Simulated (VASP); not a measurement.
Set up this calculation in VASP 6.6.1, as the native input.

```
Task                   : single point
Functional             : PBEsol
Potentials or basis    : VASP PAW PBE potentials, release 64 (P)
Cutoff                 : 520 eV
k mesh                 : 16 × 16 × 16
Occupations            : fermi-dirac, width 0.1 eV
Spin                   : no spin polarisation
Dipole correction      : no
Further INCAR settings : ALGO = Normal; EDIFF = 1e-06; NBANDS = 8
```

The structure of P lies in POSCAR:

```
P
1.0
   -1.4441687100      1.4441687100      1.4441687100
    1.4441687100     -1.4441687100      1.4441687100
    1.4441687100      1.4441687100     -1.4441687100
P
1
Direct
    0.0000000000      0.0000000000      0.0000000000
```

This cell differs from its parent crystal: volume scaled by 0.88.

These files were run (other wordings do the same):

INCAR

```
PREC     = Accurate       # precision mode
ENCUT    = 520            # plane-wave cutoff, eV
EDIFF    = 1E-6           # SCF threshold, eV
ISMEAR   = -1             # smearing method
SIGMA    = 0.1            # smearing width, eV
LREAL    = False          # projectors in reciprocal space
LASPH    = True           # aspherical terms in the spheres
NELM     = 60             # most SCF steps
ALGO     = Normal         # electronic algorithm
ISIF     = 2              # what is computed and relaxed
LWAVE    = False          # write WAVECAR
LCHARG   = False          # write CHGCAR
GGA      = PS             # functional
NBANDS   = 8              # bands
```

KPOINTS

```
Automatic mesh
0
Gamma
  16 16 16
```

Potentials or basis: VASP PAW PBE potentials, release 64 (P).

The run is started by

```sh
$ cat potpaw_PBE.64/P/POTCAR > POTCAR
$ mpirun -np 1 vasp_std > vasp.out
```

Results of the run:

```
Pressure : 18.0 GPa
```

Caveat: the PAW data sets were made with another functional, which shifts forces and pressure a little.

Run time: 6.1 s on 1 thread of Intel(R) Xeon(R) Platinum 8488C (Sapphire Rapids) (shared host), peak memory 0.12 GiB.
